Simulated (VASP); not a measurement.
**BaTiO3: single point with r2SCAN**

Crystal: BaTiO3.

```
Ba Ti O
1.0
     2.83991    1.63962    2.33169
    -2.83991    1.63962    2.33169
     0.00000   -3.27925    2.33169
Ba Ti O
1 1 3
Cartesian
  0.0000 0.0000 0.0090
  0.0000 0.0000 3.6008
  -1.3928 0.8041 4.5586
  0.0000 -1.6082 4.5586
  1.3928 0.8041 4.5586
```

- Program: VASP 6.6.1
- Task: single point
- Functional: r2SCAN
- Potentials or basis: VASP PAW PBE potentials, release 64 (Ba_sv, Ti_sv, O)
- Cutoff: 520 eV
- k mesh: 6 × 6 × 6
- Occupations: gaussian, width 0.02 eV
- Spin: no spin polarisation

| Property | Result |
| --- | --- |
| Pressure | 1.9 GPa |
| Largest force | 0.176 eV/Å |
| Band gap on the k mesh | 2.85 eV (least direct gap 3.31 eV) |

Forces on the atoms (eV/Å):
```
Ba   0.000  0.000 -0.031
Ti   0.000  0.000 -0.176
O   -0.064  0.037  0.069
O    0.000 -0.074  0.069
O    0.064  0.037  0.069
```

Stress tensor (GPa, compression positive):
```
1.98 0.00 0.00
0.00 1.98 0.00
0.00 0.00 1.80
```

Levels at points of the mesh, in eV from the valence-band top:
```
           k point  band 16  band 17  band 18  band 19  band 20  band 21  band 22  band 23  band 24  band 25
(0.00, 0.00, 0.00)    -1.35    -1.07    -0.59    -0.46    -0.46     2.85     2.85     2.99     4.80     4.80
(0.50, 0.00, 0.00)    -2.07    -1.68    -1.58    -1.01    -0.89     3.01     4.14     4.27     4.77     6.47
(0.50, 0.50, 0.00)    -2.66    -1.66    -0.91    -0.86    -0.09     4.23     4.23     4.58     5.36     8.16
(0.50, 0.50, 0.50)    -2.41    -2.36    -0.02    -0.02     0.00     4.66     4.85     4.85     7.17     7.17
```

Run time: 110 s on 1 thread of AMD EPYC 9R45 96-Core Processor (Zen 5) (shared host), peak memory 0.18 GiB.

Caveat: the PAW data sets were made with another functional, which shifts forces and pressure a little; spin-orbit coupling is left out, which moves the levels of the heavy elements. A k mesh can miss the band edges.
